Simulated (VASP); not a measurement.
# Ru5N in VASP: a series of runs

The runs below take Ru5N through single point, relaxation of the atoms, with PBE.

Program: VASP 6.6.1. These are calculated values, not measurements. Logs are shortened: lines on timing, memory, paths and dates and some standing lists are left out, and cuts for length are marked.

### Step 1. The cell of the first run

The cell holds a slab with vacuum, 6 atoms: a = 2.720 Å, b = 2.720 Å, c = 24.036 Å, α = 90.00°, β = 90.00°, γ = 120.00°.

### Step 2. Single point, PBE

INCAR

```
SYSTEM = Ru5N
PREC = Accurate ; ENCUT = 520
EDIFF = 1E-6 ; ISMEAR = 0
SIGMA = 0.1 ; LREAL = .FALSE.
LASPH = .TRUE. ; NELM = 100
ALGO = Normal ; ISIF = 2
LWAVE = .FALSE. ; LCHARG = .FALSE.
LDIPOL = .TRUE. ; IDIPOL = 3
DIPOL = 0.5 0.5 0.386 ; GGA = PE
NBANDS = 46
```

KPOINTS

```
Automatic mesh
0
G
  12 12 1
  0 0 0
```

POSCAR

```
Ru5N
1.0
    2.7197977465      0.0000000000      0.0000000000
   -1.3598988732      2.3554139416      0.0000000000
    0.0000000000      0.0000000000     24.0359895925
Ru N
5 1
Direct
    0.6666666667      0.3333333333      0.1664171132
    0.3333333333      0.6666666667      0.2557968275
    0.6666666667      0.3333333333      0.3452060919
    0.3333333333      0.6666666667      0.4352311869
    0.6666666667      0.3333333333      0.5215507997
    0.6666666667      0.3333333333      0.5906573692
```

Potentials or basis: VASP PAW PBE potentials, release 64 (Ru_pv, N).

Launch:

```sh
cat potpaw_PBE.64/Ru_pv/POTCAR potpaw_PBE.64/N/POTCAR > POTCAR
mpirun -np 1 vasp_std > vasp.out
```

OUTCAR:

```text
SYSTEM = Ru5N
   PREC = Accurate
   ENCUT = 520
   EDIFF = 1E-6
   ISMEAR = 0
   LREAL = .FALSE.
   LASPH = .TRUE.
   NELM = 100
   ISIF = 2
   GGA = PE

 ion  position               nearest neighbor table
   1  0.667  0.333  0.166-   2 2.66   2 2.66   2 2.66
   2  0.333  0.667  0.256-   1 2.66   1 2.66   1 2.66   3 2.66   3 2.66   3 2.66
   3  0.667  0.333  0.345-   2 2.66   2 2.66   2 2.66   4 2.67   4 2.67   4 2.67
   4  0.333  0.667  0.435-   5 2.60   5 2.60   5 2.60   3 2.67   3 2.67   3 2.67
   5  0.667  0.333  0.522-   6 1.66   4 2.60   4 2.60   4 2.60
   6  0.667  0.333  0.591-   5 1.66

  LATTYP: Found a hexagonal cell.
 ALAT       =     2.7197977465
 C/A-ratio  =     8.8374180115

  Lattice vectors:

 A1 = (   2.7197977465,   0.0000000000,   0.0000000000)
 A2 = (  -1.3598988732,   2.3554139416,   0.0000000000)
 A3 = (   0.0000000000,   0.0000000000,  24.0359895925)

Analysis of symmetry for initial positions (statically):
=====================================================================
 Subroutine PRICEL returns:
 Original cell was already a primitive cell.

 Routine SETGRP: Setting up the symmetry group for a
 hexagonal supercell.

 Subroutine GETGRP returns: Found  6 space group operations
 (whereof  6 operations were pure point group operations)
 out of a pool of 24 trial point group operations.

The static configuration has the point symmetry C_3v.

Analysis of symmetry for dynamics (positions and initial velocities):
=====================================================================
 Subroutine PRICEL returns:
 Original cell was already a primitive cell.

 Routine SETGRP: Setting up the symmetry group for a
 hexagonal supercell.

 Subroutine GETGRP returns: Found  6 space group operations
 (whereof  6 operations were pure point group operations)
 out of a pool of 24 trial point group operations.

The dynamic configuration has the point symmetry C_3v.

 Subroutine INISYM returns: Found  6 space group operations
 (whereof  6 operations are pure point group operations),
 and found     1 'primitive' translations

----------------------------------------------------------------------------------------

                                     Primitive cell

  volume of cell :     153.9805

  direct lattice vectors                    reciprocal lattice vectors
[... 95 lines left out ...]
   ISIF   =      2    stress and relaxation
   ISYM   =      2    0-nonsym 1-usesym 2-fastsym
   POTIM  = 0.5000    time-step for ionic-motion
   TEBEG  =    0.0;   TEEND  =   0.0 temperature during run
   PSTRESS=    0.0 pullay stress
   NELECT =      75.0000    total number of electrons
   NUPDOWN=      -1.0000    fix difference up-down
   EMIN   =  10.00;   EMAX   =-10.00  energy-range for DOS
   EFERMI =   0.00;   METHOD = LEGACY
   ISMEAR =     0;   SIGMA  =   0.10  broadening in eV -4-tet -1-fermi 0-gaus
   EFERMI_NEDOS =   21; number of points for ismear=-14 and -15
   IALGO  =     38    algorithm
   IMIX   =      4    mixing-type and parameters
     AMIX     =   0.40;   BMIX     =  1.00
     AMIX_MAG =   1.60;   BMIX_MAG =  1.00
  volume/ion in A,a.u.               =      25.66       173.19
  Fermi-wavevector in a.u.,A,eV,Ry     =   1.288071  2.434102 22.573809  1.659128
  Thomas-Fermi vector in A             =   2.420047
   LORBIT       =      0    0 simple, 1 ext, 2 COOP (PROOUT), +10 PAW based schemes
   GGA     = PE    functional components
   LHFCALC =     F    Hartree Fock is set to
   AEXX    =    0.0000 exact exchange contribution
   IVDW    =     0    specifies the selected vdW correction
   LEPSILON=     F    determine dielectric tensor
   LRPA    =     F    only Hartree local field effects (RPA)
 non-spin polarized calculation
 Gauss-broadening in eV      SIGMA  =   0.10
  energy-cutoff  :      520.00
  volume of cell :      153.98
 maximum number of plane-waves:      4185
   NGX = 11   NGY = 11   NGZ = 89

 dipolmoment           0.000000      0.000000     -0.083294 electrons x Angstroem

 number of electron      75.0000016 magnetization

 dipolmoment           0.000000      0.000000      0.064526 electrons x Angstroem

 Free energy of the ion-electron system (eV)
  ---------------------------------------------------
  ext. energy  EPLUGINS =         0.00000000
  ---------------------------------------------------
  free energy    TOTEN  =       -50.58477893 eV

  energy without entropy =      -50.55690225  energy(sigma->0) =      -50.57084059

 E-fermi :   2.8539     XC(G=0):  -7.6105

 val. band max:        2.8522836288   @ k =   0.1667   0.0000   0.0000
 cond. band min:       2.8623267103   @ k =   0.1667   0.0833   0.0000
 fundamental gap:      0.0100430815
 Fermi energy:         2.8538525625

 k-point     1 :       0.0000    0.0000    0.0000
  band No.  band energies     occupation
      1     -41.5369      2.00000
      2     -40.6414      2.00000
      3     -40.2471      2.00000
      4     -40.2471      2.00000
      5     -40.2171      2.00000
      6     -39.9430      2.00000
[... 920 lines left out ...]
     45      10.1563      0.00000
     46      10.2795      0.00000

------------------------ aborting loop because EDIFF is reached ----------------------------------------

 vacuum level on the upper side and lower side of the slab       (xc-potential included)         0.746        -0.938

  FORCE on cell =-STRESS in cart. coord.  units (eV):
  Direction    XX          YY          ZZ          XY          YZ          ZX
  --------------------------------------------------------------------------------------
  -------------------------------------------------------------------------------------
  Total        1.7513893      1.7513893      3.2897186      0.0000000      0.0000000      0.0000000
  in kB       18.2233168     18.2233168     34.2297300      0.0000000      0.0000000      0.0000000
  external PRESSURE =      23.5587878 kB  Pullay stress =       0.0000000 kB

 VOLUME and BASIS-vectors are now :
 -----------------------------------------------------------------------------
  energy-cutoff  :      520.00
  volume of cell :      153.98
      direct lattice vectors                 reciprocal lattice vectors
     2.719797746  0.000000000  0.000000000     0.367674398  0.212276913  0.000000000
    -1.359898873  2.355413942  0.000000000     0.000000000  0.424553826  0.000000000
     0.000000000  0.000000000 24.035989592     0.000000000  0.000000000  0.041604278

 POSITION                                       TOTAL-FORCE (eV/Angst)
 -----------------------------------------------------------------------------------
      1.35990      0.78514      4.00000         0.000000     -0.000000      0.773508
     -0.00000      1.57028      6.14833        -0.000000     -0.000000     -0.488542
      1.35990      0.78514      8.29737        -0.000000      0.000000     -0.299838
     -0.00000      1.57028     10.46121         0.000000     -0.000000     -2.462078
      1.35990      0.78514     12.53599         0.000000     -0.000000      2.187723
      1.35990      0.78514     14.19703        -0.000000      0.000000      0.289228
 -----------------------------------------------------------------------------------
    total drift:                               -0.000000     -0.000000      0.000013

  FREE ENERGIE OF THE ION-ELECTRON SYSTEM (eV)
  ---------------------------------------------------
  free  energy   TOTEN  =       -50.5847789285 eV

  energy  without entropy=      -50.5569022506  energy(sigma->0) =      -50.57084059

 vacuum level on the upper side and lower side of the slab         9.665         7.865
```

Run time: 3 min. Hardware: 1 thread of Intel Xeon 6975P-C (Granite Rapids), shared host; peak memory 0.31 GiB.

What came out:

| Item | Value |
| --- | --- |
| Free energy | -50.5848 eV |
| Largest force | 2.462 eV/Å |
| Band gap on the k mesh | zero (an odd number of electrons rules out a gap without spin polarisation) |

Forces on the atoms (eV/Å):
```
Ru   0.000  0.000  0.774
Ru   0.000  0.000 -0.489
Ru   0.000  0.000 -0.300
Ru   0.000  0.000 -2.462
Ru   0.000  0.000  2.188
N    0.000  0.000  0.289
```

### Step 3. Single point, PBE

INCAR

```
SYSTEM = Ru5N
PREC = Accurate
ENCUT = 520
EDIFF = 1E-6
ISMEAR = 0
SIGMA = 0.1
LREAL = .False.
LASPH = .True.
NELM = 100
ALGO = Normal
ISIF = 2
LWAVE = .False.
LCHARG = .False.
LDIPOL = .True.
IDIPOL = 3
DIPOL = 0.5 0.5 0.383
GGA = PE
NBANDS = 46
```

KPOINTS

```
Automatic mesh
0
Gamma
  12 12 1
  0 0 0
```

POSCAR, as its differences from that of step 2:

```diff
@@ -13,2 +13,2 @@
     0.6666666667      0.3333333333      0.5215507997
-    0.6666666667      0.3333333333      0.5906573692
+    1.0000000000      1.0000000000      0.5712347267
```

Potentials or basis: VASP PAW PBE potentials, release 64 (Ru_pv, N).

Launch:

```sh
cat potpaw_PBE.64/Ru_pv/POTCAR potpaw_PBE.64/N/POTCAR > POTCAR
mpirun -np 1 vasp_std > vasp.out
```

It took 3.7 min on 1 thread of Intel Xeon 6975P-C (Granite Rapids), shared host; peak memory 0.3 GiB.

The run converged. Its results:

- Free energy: -51.4589 eV
- Largest force: 2.818 eV/Å
- Band gap on the k mesh: zero (an odd number of electrons rules out a gap without spin polarisation)

Forces in eV/Å, atoms in the order of the input:
```
Ru   0.000  0.000  0.680
Ru   0.000  0.000 -0.385
Ru   0.000  0.000 -0.240
Ru   0.000  0.000 -2.818
Ru   0.000  0.000  2.727
N    0.000  0.000  0.037
```

Levels at points of the mesh, in eV from the Fermi level:
| k point | band 35 | band 36 | band 37 | band 38 | band 39 | band 40 |
| --- | --- | --- | --- | --- | --- | --- |
| (0.00, 0.00, 0.00) | -1.31 | -1.31 | -0.76 | -0.74 | -0.74 | 0.00 |
| (0.50, 0.00, 0.00) | -0.02 | 0.57 | 1.14 | 1.17 | 1.43 | 1.60 |

### Step 4. Relaxation of the atoms, PBE

INCAR

```
SYSTEM = Ru5N
PREC = Accurate
ENCUT = 520
EDIFF = 1E-6
ISMEAR = 0
SIGMA = 0.1
LREAL = .False.
LASPH = .True.
NELM = 80
ALGO = Fast
ISIF = 2
LWAVE = .False.
LCHARG = .False.
LDIPOL = .True.
IDIPOL = 3
DIPOL = 0.5 0.5 0.381
GGA = PE
IBRION = 2
NSW = 36
EDIFFG = -0.025
```

KPOINTS is that of step 3.

POSCAR

```
Ru5N
1.0
    2.7197977465      0.0000000000      0.0000000000
   -1.3598988732      2.3554139416      0.0000000000
    0.0000000000      0.0000000000     24.0359895925
Ru N
5 1
Selective dynamics
Direct
    0.6666666667      0.3333333333      0.1664171132  F F F
    0.3333333333      0.6666666667      0.2557968275  F F F
    0.6666666667      0.3333333333      0.3452060919  F F F
    0.3333333333      0.6666666667      0.4352311869  F F F
    0.6666666667      0.3333333333      0.5215507997  F F F
    1.3333333333      0.6666666667      0.5631550779  F F T
```

Launch:

```sh
cat potpaw_PBE.64/Ru_pv/POTCAR potpaw_PBE.64/N/POTCAR > POTCAR
mpirun -np 1 vasp_std > vasp.out
```

It took 15 min on 1 thread of Oxide Virtual Turin-like, shared host; peak memory 0.29 GiB.

The run converged. Its results:

| Item | Value |
| --- | --- |
| Free energy | -51.9875 eV |
| Energy gained by relaxing | 50.8 meV/atom |
| Ionic steps | 3 |
| Band gap on the k mesh | zero (an odd number of electrons rules out a gap without spin polarisation) |

The path:
```csv
step,energy change (eV),largest force on free atoms (eV/Å),pressure (GPa)
1,0.0000,3.3849,6.21
2,-0.2960,0.4749,1.96
3,-0.3047,0.0133,1.09
```

Final structure:
```
CELL_PARAMETERS angstrom
2.71980 0.00000 0.00000
-1.35990 2.35541 0.00000
0.00000 0.00000 24.03599
ATOMIC_POSITIONS crystal
Ru 0.66667 0.33333 0.16642
Ru 0.33333 0.66667 0.25580
Ru 0.66667 0.33333 0.34521
Ru 0.33333 0.66667 0.43523
Ru 0.66667 0.33333 0.52155
N 0.33333 0.66667 0.57153
```

Levels at points of the mesh, in eV from the Fermi level:
```
           k point  band 34  band 35  band 36  band 37  band 38  band 39  band 40  band 41
(0.00, 0.00, 0.00)    -2.01    -1.89    -1.89    -0.84    -0.75    -0.75    -0.01     0.16
(0.50, 0.00, 0.00)    -0.38    -0.29     0.54     1.07     1.19     1.34     1.47     1.54
```

### Step 5. Relaxation of the atoms, PBE

INCAR

```
SYSTEM = Ru5N
  PREC = Accurate
  ENCUT = 520
  EDIFF = 1E-6
  ISMEAR = 0
  SIGMA = 0.1
  LREAL = .FALSE.
  LASPH = .TRUE.
  NELM = 100
  ALGO = Fast
  ISIF = 2
  LWAVE = .FALSE.
  LCHARG = .FALSE.
  LDIPOL = .TRUE.
  IDIPOL = 3
  DIPOL = 0.5 0.5 0.389
  GGA = PE
  IBRION = 2
  NSW = 36
  EDIFFG = -0.025
```

KPOINTS

```
regular mesh
0
G
  12 12 1
  0 0 0
```

POSCAR, as its differences from that of step 4:

```diff
@@ -14,2 +14,2 @@
     0.6666666667      0.3333333333      0.5215507997  F F F
-    1.3333333333      0.6666666667      0.5631550779  F F T
+    0.6666666667      0.3333333333      0.6122481263  F F T
```

Potentials or basis: VASP PAW PBE potentials, release 64 (Ru_pv, N).

Launch:

```sh
cat potpaw_PBE.64/Ru_pv/POTCAR potpaw_PBE.64/N/POTCAR > POTCAR
mpirun -np 1 vasp_std > vasp.out
```

OUTCAR:

```text
SYSTEM = Ru5N
   PREC = Accurate
   ENCUT = 520
   EDIFF = 1E-6
   ISMEAR = 0
   LREAL = .FALSE.
   LASPH = .TRUE.
   NELM = 100
   ISIF = 2
   GGA = PE
   IBRION = 2
   NSW = 36
   EDIFFG = -0.025

 ion  position               nearest neighbor table
   1  0.667  0.333  0.166-   2 2.66   2 2.66   2 2.66
   2  0.333  0.667  0.256-   1 2.66   1 2.66   1 2.66   3 2.66   3 2.66   3 2.66
   3  0.667  0.333  0.345-   2 2.66   2 2.66   2 2.66   4 2.67   4 2.67   4 2.67
   4  0.333  0.667  0.435-   5 2.60   5 2.60   5 2.60   3 2.67   3 2.67   3 2.67
   5  0.667  0.333  0.522-   6 2.18   4 2.60   4 2.60   4 2.60
   6  0.667  0.333  0.612-   5 2.18

  LATTYP: Found a hexagonal cell.
 ALAT       =     2.7197977465
[... 412 lines left out ...]
  free energy    TOTEN  =       -50.58579284 eV

  energy without entropy =      -50.55789499  energy(sigma->0) =      -50.57184391

 E-fermi :   2.8322     XC(G=0):  -7.6020

 val. band max:        2.7838415809   @ k =   0.2500   0.1667   0.0000
 cond. band min:       2.8340299255   @ k =   0.1667   0.0000   0.0000
 fundamental gap:      0.0501883447
 Fermi energy:         2.8322151896

 k-point     1 :       0.0000    0.0000    0.0000
  band No.  band energies     occupation
      1     -41.5203      2.00000
      2     -40.6619      2.00000
      3     -40.2557      2.00000
      4     -40.2557      2.00000
      5     -40.2383      2.00000
      6     -39.9634      2.00000
[... 901 lines left out ...]
     44       6.8738      0.00000
     45      10.1364      0.00000

------------------------ aborting loop because EDIFF is reached ----------------------------------------

 vacuum level on the upper side and lower side of the slab       (xc-potential included)         0.892        -0.923

  FORCE on cell =-STRESS in cart. coord.  units (eV):
  Direction    XX          YY          ZZ          XY          YZ          ZX
  --------------------------------------------------------------------------------------
  -------------------------------------------------------------------------------------
  Total        1.6724573      1.6724573      2.7925417      0.0000000     -0.0000000      0.0000000
  in kB       17.4020243     17.4020243     29.0565727      0.0000000     -0.0000000      0.0000000
  external PRESSURE =      21.2868738 kB  Pullay stress =       0.0000000 kB
[... 21 lines left out ...]
  FREE ENERGIE OF THE ION-ELECTRON SYSTEM (eV)
  ---------------------------------------------------
  free  energy   TOTEN  =       -50.5857928418 eV

  energy  without entropy=      -50.5578949871  energy(sigma->0) =      -50.57184391

 reached required accuracy - stopping structural energy minimisation

 vacuum level on the upper side and lower side of the slab         9.797         7.941
```

OSZICAR:

```text
N       E                     dE             d eps       ncg     rms          rms(c)
DAV:   1     0.836131094394E+03    0.83613E+03   -0.46637E+04  2030   0.163E+03
DAV:   2    -0.174441591197E+02   -0.85358E+03   -0.83048E+03  1860   0.492E+02
DAV:   3    -0.518343041855E+02   -0.34390E+02   -0.32210E+02  2289   0.895E+01
[... 206 lines left out ...]
RMM:   7    -0.505863625177E+02   -0.25466E-04   -0.21848E-03  1979   0.169E-01    0.194E-01
RMM:   8    -0.505857898614E+02    0.57266E-03   -0.43282E-04  1745   0.974E-02    0.317E-02
RMM:   9    -0.505857931180E+02   -0.32566E-05   -0.11059E-04  1682   0.277E-02    0.217E-02
RMM:  10    -0.505857927241E+02    0.39388E-06   -0.38819E-05  1667   0.209E-02    0.126E-02
RMM:  11    -0.505857928418E+02   -0.11768E-06   -0.65119E-06  1414   0.109E-02
  10 F= -.50585793E+02 E0= -.50571844E+02  d E =-.121501E-02
```

CONTCAR:

```text
Ru5N
   1.00000000000000
     2.7197977464999998    0.0000000000000000    0.0000000000000000
    -1.3598988731999999    2.3554139416000002    0.0000000000000000
     0.0000000000000000    0.0000000000000000   24.0359895924999982
  Ru              N
     5     1
Selective dynamics
Direct
     0.6666666667000030    0.3333333332999970    0.1664171131999979   F   F   F
     0.3333333332999970    0.6666666667000030    0.2557968274999993   F   F   F
     0.6666666667000030    0.3333333332999970    0.3452060919000033   F   F   F
     0.3333333332999970    0.6666666667000030    0.4352311868999976   F   F   F
     0.6666666667000030    0.3333333332999970    0.5215507997000017   F   F   F
     0.6666666667000030    0.3333333332999970    0.5909518562852708   F   F   T

  0.00000000E+00  0.00000000E+00  0.00000000E+00
  0.00000000E+00  0.00000000E+00  0.00000000E+00
  0.00000000E+00  0.00000000E+00  0.00000000E+00
  0.00000000E+00  0.00000000E+00  0.00000000E+00
  0.00000000E+00  0.00000000E+00  0.00000000E+00
  0.00000000E+00  0.00000000E+00  0.00000000E+00
```

Run time: 28 min. Hardware: 1 thread of Oxide Virtual Turin-like, shared host; peak memory 0.3 GiB.

What came out:

| Property | Result |
| --- | --- |
| Free energy | -50.5858 eV |
| Energy gained by relaxing | 277.7 meV/atom |
| Ionic steps | 10 |
| Band gap on the k mesh | zero (an odd number of electrons rules out a gap without spin polarisation) |

The path:
```csv
step,energy change (eV),largest force on free atoms (eV/Å),pressure (GPa)
1,0.0000,3.2354,-5.40
2,-0.5486,3.8052,-4.32
3,-1.3407,6.5433,6.66
4,-1.2253,3.7830,-2.17
5,-1.6427,1.2502,1.06
6,-1.6581,0.8251,2.78
7,-1.6658,0.0952,2.05
8,-1.6647,0.3175,2.38
9,-1.6618,0.5543,1.67
10,-1.6659,0.0028,2.13
```

Final structure:
```xyz
6
Lattice="2.7198 0.0000 0.0000 -1.3599 2.3554 0.0000 0.0000 0.0000 24.0360" Properties=species:S:1:pos:R:3 pbc="T T T"
Ru    1.3599    0.7851    4.0000
Ru    0.0000    1.5703    6.1483
Ru    1.3599    0.7851    8.2974
Ru    0.0000    1.5703   10.4612
Ru    1.3599    0.7851   12.5360
N     1.3599    0.7851   14.2041
```

Levels at points of the mesh, in eV from the Fermi level:
| k point | band 34 | band 35 | band 36 | band 37 | band 38 | band 39 | band 40 | band 41 |
| --- | --- | --- | --- | --- | --- | --- | --- | --- |
| (0.00, 0.00, 0.00) | -1.89 | -1.79 | -1.79 | -1.44 | -0.77 | -0.77 | 0.13 | 0.13 |
| (0.50, 0.00, 0.00) | -0.12 | 0.13 | 1.05 | 1.21 | 1.40 | 1.41 | 1.64 | 1.81 |

### Step 6. Summary

```csv
task,cell,atoms held fixed (from 0),gap on the mesh (eV),largest force (eV/Å)
single point,"a = 2.720, b = 2.720, c = 24.036 Å, angles 90.0, 90.0, 120.0°, 6 atoms, atomic positions A",-,none,2.46
single point,"a = 2.720, b = 2.720, c = 24.036 Å, angles 90.0, 90.0, 120.0°, 6 atoms, atomic positions B",-,none,2.82
relaxation of the atoms,"atoms relaxed from a = 2.720, b = 2.720, c = 24.036 Å, angles 90.0, 90.0, 120.0°, 6 atoms, atomic positions C","[0, 1, 2, 3, 4, 5]",none,-
relaxation of the atoms,"atoms relaxed from a = 2.720, b = 2.720, c = 24.036 Å, angles 90.0, 90.0, 120.0°, 6 atoms, atomic positions D","[0, 1, 2, 3, 4, 5]",none,-
```

Alike in all rows: level PBE; potentials or basis VASP PAW PBE potentials, release 64 (Ru_pv, N); no spin polarisation; k mesh 12 × 12 × 1; cutoff (eV) 520; smearing gaussian 0.1 eV.

Absolute energies hang on the potentials; compare differences alone.
